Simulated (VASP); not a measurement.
A run of VASP 6.6.1 is set up as follows.

Contents of INCAR:

```
SYSTEM = NaCl
ALGO = Normal
EDIFF = 1E-6
ENCUT = 520
GGA = RE
ISIF = 2
ISMEAR = -1
LASPH = .TRUE.
LCHARG = .TRUE.
LELF = .TRUE.
LREAL = .FALSE.
LVHAR = .TRUE.
LWAVE = .FALSE.
NBANDS = 14
NELM = 60
PREC = Accurate
SIGMA = 0.05
```

Contents of KPOINTS:

```
k-points
0
G
  8 8 8
  0 0 0
```

File POSCAR:

```
NaCl
1.0
    0.0000000000      2.7940632177      2.7940632177
    2.7940632177      0.0000000000      2.7940632177
    2.7940632177      2.7940632177      0.0000000000
Cl Na
1 1
Direct
    0.5000000000      0.5000000000      0.5000000000
    0.0000000000      0.0000000000      0.0000000000
```

Potentials or basis: VASP PAW PBE potentials, release 64 (Cl, Na_pv).

Launch:

```bash
$ cat potpaw_PBE.64/Cl/POTCAR potpaw_PBE.64/Na_pv/POTCAR > POTCAR
$ mpirun -np 1 vasp_std > vasp.out
```

Task: Predict the pressure.

Result: 3.2 GPa.

Task: Estimate the band gap on the k mesh.

Result: 5.49 eV, direct.

Caveat: the PAW data sets were made with another functional, which shifts forces and pressure a little. A k mesh can miss the band edges.
